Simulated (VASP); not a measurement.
Here is a VASP 6.6.1 calculation.

INCAR

```
SYSTEM = SiC
  PREC = Accurate
  ENCUT = 520
  EDIFF = 1E-6
  ISMEAR = 0
  SIGMA = 0.01
  LREAL = .FALSE.
  LASPH = .TRUE.
  NELM = 100
  ALGO = Normal
  ISIF = 2
  LWAVE = .FALSE.
  LCHARG = .TRUE.
  GGA = PE
  LELF = .TRUE.
  LVHAR = .TRUE.
  NBANDS = 11
```

File KPOINTS:

```
regular mesh
0
G
  6 6 6
  0 0 0
```

The input POSCAR:

```
SiC
1.0
    0.0000000000      2.1780523510      2.1998328745
    2.1780523510      0.0000000000      2.1998328745
    2.1780523510      2.1780523510      0.0000000000
Si C
1 1
Direct
    0.0000000000      0.0000000000      0.0000000000
    0.2500000000      0.2500000000      0.2500000000
```

Potentials or basis: VASP PAW PBE potentials, release 64 (Si, C).

Command:

```bash
$ cat potpaw_PBE.64/Si/POTCAR potpaw_PBE.64/C/POTCAR > POTCAR
$ mpirun -np 1 vasp_std > vasp.out
```

(1) Estimate the band gap on the k mesh.

(2) Estimate the pressure.

## Answers

(1) 1.31 eV, indirect (least direct gap 4.52 eV).

(2) 1.3 GPa.

Caveat: the cell differs from its parent crystal (uniaxial z strain +1.0%).
